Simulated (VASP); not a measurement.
# Be2S (P6/mmm) in VASP: further runs

The runs below take Be2S through single point, with PBE.

All numbers are computed with VASP 6.6.1; they aren't measurements. Logs are shortened: lines on timing, memory, paths and dates and some standing lists are left out, and cuts for length are marked.

**1. The cell of the first run**

The structure is hexagonal, space group P6/mmm (No. 191). The conventional cell has a = 3.577 Å, b = 3.577 Å, c = 3.176 Å, α = 90.00°, β = 90.00°, γ = 120.00°. Within 2.7 Å of Be (site symmetry -6m2) lie 3 Be at 2.07 Å and 6 S at 2.61 Å. S (site symmetry 6/mmm) has 12 Be at 2.61 Å and 2 S at 3.18 Å within 3.4 Å.

**2. Single point, PBE**

Contents of INCAR:

```
PREC = Accurate
ENCUT = 520
EDIFF = 1E-7
ISMEAR = 0
SIGMA = 0.1
LREAL = False
LASPH = True
NELM = 60
ALGO = Normal
ISIF = 2
LWAVE = False
LCHARG = False
GGA = PE
NBANDS = 12
```

Contents of KPOINTS:

```
Automatic mesh
0
Gamma
  6 6 6
```

Contents of POSCAR:

```
Be2S
1.0
    3.5772772682      0.0000000000      0.0000000000
   -1.7886386341      3.0980129907      0.0000000000
    0.0000000000      0.0000000000      3.1756989442
Be S
2 1
Direct
    0.3333333333      0.6666666667      0.5000000000
    0.6666666667      0.3333333333      0.5000000000
    0.0000000000      0.0000000000      0.0000000000
```

Potentials or basis: VASP PAW PBE potentials, release 64 (Be, S).

Launch:

```sh
cat potpaw_PBE.64/Be/POTCAR potpaw_PBE.64/S/POTCAR > POTCAR
mpirun -np 1 vasp_std > vasp.out
```

OUTCAR:

```text
PREC = Accurate
   ENCUT = 520
   EDIFF = 1E-7
   ISMEAR = 0
   LREAL = False
   LASPH = True
   NELM = 60
   ISIF = 2
   GGA = PE

 ion  position               nearest neighbor table
   1  0.333  0.667  0.500-   2 2.07   2 2.07   2 2.07
   2  0.667  0.333  0.500-   1 2.07   1 2.07   1 2.07
   3  0.000  0.000  0.000-

  LATTYP: Found a hexagonal cell.
 ALAT       =     3.5772772682
 C/A-ratio  =     0.8877419071

  Lattice vectors:

 A1 = (   3.5772772682,   0.0000000000,   0.0000000000)
 A2 = (  -1.7886386341,   3.0980129907,   0.0000000000)
 A3 = (   0.0000000000,   0.0000000000,   3.1756989442)

Analysis of symmetry for initial positions (statically):
=====================================================================
 Subroutine PRICEL returns:
 Original cell was already a primitive cell.

 Routine SETGRP: Setting up the symmetry group for a
 hexagonal supercell.

 Subroutine GETGRP returns: Found 24 space group operations
 (whereof 24 operations were pure point group operations)
 out of a pool of 24 trial point group operations.

The static configuration has the point symmetry D_6h.

Analysis of symmetry for dynamics (positions and initial velocities):
=====================================================================
 Subroutine PRICEL returns:
 Original cell was already a primitive cell.

 Routine SETGRP: Setting up the symmetry group for a
 hexagonal supercell.

 Subroutine GETGRP returns: Found 24 space group operations
 (whereof 24 operations were pure point group operations)
 out of a pool of 24 trial point group operations.

The dynamic configuration has the point symmetry D_6h.

 Subroutine INISYM returns: Found 24 space group operations
 (whereof 24 operations are pure point group operations),
 and found     1 'primitive' translations

----------------------------------------------------------------------------------------

                                     Primitive cell

  volume of cell :      35.1945

  direct lattice vectors                    reciprocal lattice vectors
     3.577277268  0.000000000  0.000000000     0.279542212  0.161393771  0.000000000
    -1.788638634  3.098012991  0.000000000     0.000000000  0.322787543  0.000000000
     0.000000000  0.000000000  3.175698944     0.000000000  0.000000000  0.314891310

  length of vectors
     3.577277268  3.577277268  3.175698944     0.322787543  0.322787543  0.314891310

  position of ions in fractional coordinates (direct lattice)
     0.333333333  0.666666667  0.500000000
     0.666666667  0.333333333  0.500000000
     0.000000000  0.000000000  0.000000000

  ion indices of the primitive-cell ions
   primitive index   ion index
                 1           1
                 2           2
                 3           3

----------------------------------------------------------------------------------------

 KPOINTS: Automatic mesh

Automatic generation of k-mesh.
 Grid dimensions read from file:
 generate k-points for:    6    6    6

 Generating k-lattice:

  Cartesian coordinates                     Fractional coordinates (reciprocal lattice)
     0.046590369  0.026898962  0.000000000     0.166666667  0.000000000  0.000000000
     0.000000000  0.053797924  0.000000000     0.000000000  0.166666667  0.000000000
     0.000000000  0.000000000  0.052481885     0.000000000  0.000000000  0.166666667

  Length of vectors
     0.053797924  0.053797924  0.052481885

  Shift w.r.t. Gamma in fractional coordinates (k-lattice)
     0.000000000  0.000000000  0.000000000

 Subroutine IBZKPT returns following result:
 ===========================================

 Found     28 irreducible k-points:

 Following reciprocal coordinates:
            Coordinates               Weight
  0.000000  0.000000  0.000000      1.000000
  0.166667  0.000000  0.000000      6.000000
  0.333333  0.000000  0.000000      6.000000
  0.500000  0.000000  0.000000      3.000000
  0.166667  0.166667  0.000000      6.000000
  0.333333  0.166667  0.000000     12.000000
[... 16 lines left out ...]
  0.166667  0.000000  0.500000      6.000000
  0.333333  0.000000  0.500000      6.000000
 [... further k-points ...]
   k-points           NKPTS =     28   k-points in BZ     NKDIM =     28   number of bands    NBANDS=     12
   number of dos      NEDOS =    301   number of ions     NIONS =      3
   total plane-waves  NPLWV =  18816
   dimension x,y,z NGX =    28 NGY =   28 NGZ =   24
   dimension x,y,z NGXF=    56 NGYF=   56 NGZF=   48
   ions per type =               2   1
   NGX,Y,Z   is equivalent  to a cutoff of  13.01, 13.01, 12.56 a.u.
   NGXF,Y,Z  is equivalent  to a cutoff of  26.02, 26.02, 25.13 a.u.
 SYSTEM =  unknown system
   PREC   = accura    normal or accurate (medium, high low for compatibility)
   ISTART =      0    job   : 0-new  1-cont  2-samecut
   ICHARG =      2    charge: 1-file 2-atom 10-const
   ISPIN  =      1    spin polarized calculation?
   LNONCOLLINEAR =      F non collinear calculations
   LSORBIT =      F    spin-orbit coupling
   LASPH  =      T    aspherical Exc in radial PAW
   ENCUT  =  520.0 eV  38.22 Ry    6.18 a.u.   6.65  6.65  5.90*2*pi/ulx,y,z
   NELM   =     60;   NELMIN=  2; NELMDL= -5     # of ELM steps
   EDIFF  = 0.1E-06   stopping-criterion for ELM
   LREAL  =      F    real-space projection
   EDIFFG = 0.1E-05   stopping-criterion for IOM
   NSW    =      0    number of steps for IOM
   IBRION =     -1    ionic relax: 0-MD 1-quasi-New 2-CG
   NFREE  =      0    steps in history (QN), initial steepest desc. (CG)
   ISIF   =      2    stress and relaxation
   ISYM   =      2    0-nonsym 1-usesym 2-fastsym
   POTIM  = 0.5000    time-step for ionic-motion
   TEBEG  =    0.0;   TEEND  =   0.0 temperature during run
   PSTRESS=    0.0 pullay stress
   NELECT =      10.0000    total number of electrons
   NUPDOWN=      -1.0000    fix difference up-down
   EMIN   =  10.00;   EMAX   =-10.00  energy-range for DOS
   EFERMI =   0.00;   METHOD = LEGACY
   ISMEAR =     0;   SIGMA  =   0.10  broadening in eV -4-tet -1-fermi 0-gaus
   EFERMI_NEDOS =   21; number of points for ismear=-14 and -15
   IALGO  =     38    algorithm
   IMIX   =      4    mixing-type and parameters
     AMIX     =   0.40;   BMIX     =  1.00
     AMIX_MAG =   1.60;   BMIX_MAG =  1.00
  volume/ion in A,a.u.               =      11.73        79.17
  Fermi-wavevector in a.u.,A,eV,Ry     =   1.076258  2.033833 15.760058  1.158332
  Thomas-Fermi vector in A             =   2.212137
   LORBIT       =      0    0 simple, 1 ext, 2 COOP (PROOUT), +10 PAW based schemes
   GGA     = PE    functional components
   LHFCALC =     F    Hartree Fock is set to
   AEXX    =    0.0000 exact exchange contribution
   IVDW    =     0    specifies the selected vdW correction
   LEPSILON=     F    determine dielectric tensor
   LRPA    =     F    only Hartree local field effects (RPA)
 non-spin polarized calculation
 Gauss-broadening in eV      SIGMA  =   0.10
  energy-cutoff  :      520.00
  volume of cell :       35.19
 maximum number of plane-waves:       996
 NGX is ok and might be reduce to    28
   NGX = 13   NGY = 13   NGZ = 11

 number of electron      10.0000001 magnetization

 Free energy of the ion-electron system (eV)
  ---------------------------------------------------
  ext. energy  EPLUGINS =         0.00000000
  ---------------------------------------------------
  free energy    TOTEN  =        -9.56369248 eV

  energy without entropy =       -9.56360505  energy(sigma->0) =       -9.56364877

 E-fermi :   7.1577     XC(G=0): -10.4315

 val. band max:        6.9666081270   @ k =   0.1667   0.0000   0.5000
 cond. band min:       7.3699410059   @ k =   0.5000   0.0000   0.1667
 fundamental gap:      0.4033328789
 Fermi energy:         7.1577007568

 k-point     1 :       0.0000    0.0000    0.0000
  band No.  band energies     occupation
      1      -8.6429      2.00000
      2       3.7701      2.00000
      3       3.7701      2.00000
      4       3.7959      2.00000
      5       5.0260      2.00000
      6       7.3982      0.00067
      7       7.3982      0.00067
      8      11.1505      0.00000
      9      13.9203      0.00000
     10      14.3612      0.00000
     11      17.5378      0.00000
     12      17.5378      0.00000

 k-point     2 :       0.1667    0.0000    0.0000
  band No.  band energies     occupation
      1      -8.4056      2.00000
      2       1.6924      2.00000
      3       3.0894      2.00000
      4       4.0774      2.00000
      5       5.8361      2.00000
      6       7.9669      0.00000
      7       8.5465      0.00000
      8      11.9054      0.00000
      9      12.9528      0.00000
     10      14.7401      0.00000
     11      16.9760      0.00000
     12      17.1129      0.00000

 k-point     3 :       0.3333    0.0000    0.0000
  band No.  band energies     occupation
      1      -7.8288      2.00000
      2      -0.5610      2.00000
      3       2.2277      2.00000
      4       4.7847      2.00000
      5       5.6196      2.00000
      6       9.2752      0.00000
      7      10.3989      0.00000
      8      11.2076      0.00000
      9      12.2544      0.00000
     10      15.4389      0.00000
     11      15.4913      0.00000
     12      16.8211      0.00000

 k-point     4 :       0.5000    0.0000    0.0000
  band No.  band energies     occupation
      1      -7.4569      2.00000
      2      -1.5288      2.00000
      3       1.9043      2.00000
      4       5.2708      2.00000
      5       5.4457      2.00000
      6      10.2749      0.00000
      7      10.6969      0.00000
      8      10.7974      0.00000
      9      11.1939      0.00000
     10      14.9368      0.00000
     11      17.3730      0.00000
     12      18.1832      0.00000

 k-point     5 :       0.1667    0.1667    0.0000
  band No.  band energies     occupation
      1      -7.9918      2.00000
      2       0.1934      2.00000
      3       1.7981      2.00000
      4       4.5789      2.00000
      5       6.5748      2.00000
      6       8.4445      0.00000
      7       9.9380      0.00000
      8      11.8279      0.00000
      9      12.6469      0.00000
     10      14.3156      0.00000
     11      15.0165      0.00000
     12      17.2292      0.00000
[... 228 lines left out ...]
      1      -6.4044      2.00000
      2       0.5859      2.00000
      3       0.5859      2.00000
      4       0.9711      2.00000
      5       5.4372      2.00000
      6       5.4372      2.00000
      7      10.8823      0.00000
      8      12.1409      0.00000
      9      12.1409      0.00000
     10      18.0304      0.00000
     11      18.0304      0.00000
     12      18.9150      0.00000

 k-point    22 :       0.0000    0.0000    0.5000
  band No.  band energies     occupation
      1      -7.3015      2.00000
      2      -1.9111      2.00000
      3       4.9741      2.00000
      4       4.9741      2.00000
      5       8.0937      0.00000
      6       9.0400      0.00000
      7       9.0400      0.00000
      8      10.2449      0.00000
      9      11.3547      0.00000
     10      11.3547      0.00000
     11      13.5460      0.00000
     12      14.1889      0.00000

 k-point    23 :       0.1667    0.0000    0.5000
  band No.  band energies     occupation
      1      -7.0684      2.00000
      2      -1.6402      2.00000
      3       3.3362      2.00000
      4       4.7160      2.00000
      5       6.9666      1.99312
      6       7.8638      0.00000
      7       9.5141      0.00000
      8       9.6913      0.00000
      9      11.4048      0.00000
     10      13.3187      0.00000
     11      14.2296      0.00000
     12      15.1825      0.00000

 k-point    24 :       0.3333    0.0000    0.5000
  band No.  band energies     occupation
      1      -6.5134      2.00000
      2      -0.9203      2.00000
      3       1.2749      2.00000
      4       4.2733      2.00000
      5       4.4342      2.00000
      6       6.7254      2.00000
      7       8.7960      0.00000
      8       9.6154      0.00000
      9      13.2281      0.00000
     10      16.7765      0.00000
     11      17.0420      0.00000
     12      17.7837      0.00000

 [... further k-points ...]

------------------------ aborting loop because EDIFF is reached ----------------------------------------

  FORCE on cell =-STRESS in cart. coord.  units (eV):
  Direction    XX          YY          ZZ          XY          YZ          ZX
  --------------------------------------------------------------------------------------
  -------------------------------------------------------------------------------------
  Total       -0.0231696     -0.0231696      0.0640079      0.0000000     -0.0000000      0.0000000
  in kB       -1.0547596     -1.0547596      2.9138636      0.0000000     -0.0000000      0.0000000
  external PRESSURE =       0.2681148 kB  Pullay stress =       0.0000000 kB

 VOLUME and BASIS-vectors are now :
 -----------------------------------------------------------------------------
  energy-cutoff  :      520.00
  volume of cell :       35.19
      direct lattice vectors                 reciprocal lattice vectors
     3.577277268  0.000000000  0.000000000     0.279542212  0.161393771  0.000000000
    -1.788638634  3.098012991  0.000000000     0.000000000  0.322787543  0.000000000
     0.000000000  0.000000000  3.175698944     0.000000000  0.000000000  0.314891310

 POSITION                                       TOTAL-FORCE (eV/Angst)
 -----------------------------------------------------------------------------------
     -0.00000      2.06534      1.58785         0.000000      0.000000      0.000000
      1.78864      1.03267      1.58785        -0.000000      0.000000     -0.000000
      0.00000      0.00000      0.00000         0.000000      0.000000      0.000000
 -----------------------------------------------------------------------------------
    total drift:                               -0.000000      0.000000      0.000000

  FREE ENERGIE OF THE ION-ELECTRON SYSTEM (eV)
  ---------------------------------------------------
  free  energy   TOTEN  =        -9.5636924847 eV

  energy  without entropy=       -9.5636050470  energy(sigma->0) =       -9.56364877
```

Run time: 6.9 s. Hardware: 1 thread of AMD EPYC 9R45 (Zen 5), shared host; peak memory 0.12 GiB.

What came out:

| Property | Result |
| --- | --- |
| Free energy | -9.5637 eV |
| Pressure | 0.0 GPa |
| Band gap on the k mesh | zero (band 5 reaches 8.15 eV, above the bottom of band 6 at 3.98 eV) |

Levels at points of the mesh, in eV from the Fermi level:
| k point | band 1 | band 2 | band 3 | band 4 | band 5 | band 6 | band 7 | band 8 | band 9 | band 10 |
| --- | --- | --- | --- | --- | --- | --- | --- | --- | --- | --- |
| (0.00, 0.00, 0.00) | -15.80 | -3.39 | -3.39 | -3.36 | -2.13 | 0.24 | 0.24 | 3.99 | 6.76 | 7.20 |
| (0.50, 0.00, 0.00) | -14.61 | -8.69 | -5.25 | -1.89 | -1.71 | 3.12 | 3.54 | 3.64 | 4.04 | 7.78 |
| (0.00, 0.00, 0.50) | -14.46 | -9.07 | -2.18 | -2.18 | 0.94 | 1.88 | 1.88 | 3.09 | 4.20 | 4.20 |
| (0.50, 0.00, 0.50) | -13.32 | -7.52 | -6.78 | -3.91 | -3.08 | -0.83 | 1.13 | 2.43 | 7.56 | 10.87 |

**3. Single point, PBE**

This run uses another cell than the first one, of 13.85 Å³/atom, 1.181 times its volume.

Changes to INCAR since step 2:

```diff
@@ -7,3 +7,3 @@
 LASPH = True
-NELM = 60
+NELM = 100
 ALGO = Normal
```

KPOINTS is that of step 2.

Contents of POSCAR:

```
Be2S
1.0
    3.7702119000      0.0000000000      0.0000000000
   -1.8851059500      3.2650992800      0.0000000000
    0.0000000000      0.0000000000      3.3762741100
Be S
2 1
Direct
    0.3333333300      0.6666666700      0.5000000000
    0.6666666700      0.3333333300      0.5000000000
    0.0000000000      0.0000000000      0.0000000000
```

Potentials or basis: VASP PAW PBE potentials, release 64 (Be, S).

Launch:

```sh
cat potpaw_PBE.64/Be/POTCAR potpaw_PBE.64/S/POTCAR > POTCAR
mpirun -np 1 vasp_std > vasp.out
```

Run time: 7.5 s. Hardware: 1 thread of AMD EPYC 9R45 (Zen 5), shared host; peak memory 0.12 GiB.

The run converged. Its results:

```yaml
Free_energy: -9.3636 eV
Pressure: -8.9 GPa
Band_gap_on_the_k_mesh: zero (band 5 reaches 6.22 eV, above the bottom of band 6 at 2.60 eV)
```

Stress tensor (GPa, compression positive):
```
-9.47  0.00  0.00
 0.00 -9.47  0.00
 0.00  0.00 -7.92
```

Levels at points of the mesh, in eV from the Fermi level:
```
           k point  band 3  band 4  band 5  band 6  band 7  band 8
(0.00, 0.00, 0.00)   -2.93   -2.93   -2.89    0.58    0.58    4.45
(0.50, 0.00, 0.00)   -4.45   -1.83   -1.81    2.65    3.10    3.36
(0.00, 0.00, 0.50)   -2.02   -2.02    0.63    1.83    1.83    2.20
(0.50, 0.00, 0.50)   -5.72   -3.54   -2.71   -0.42    1.47    1.86
```
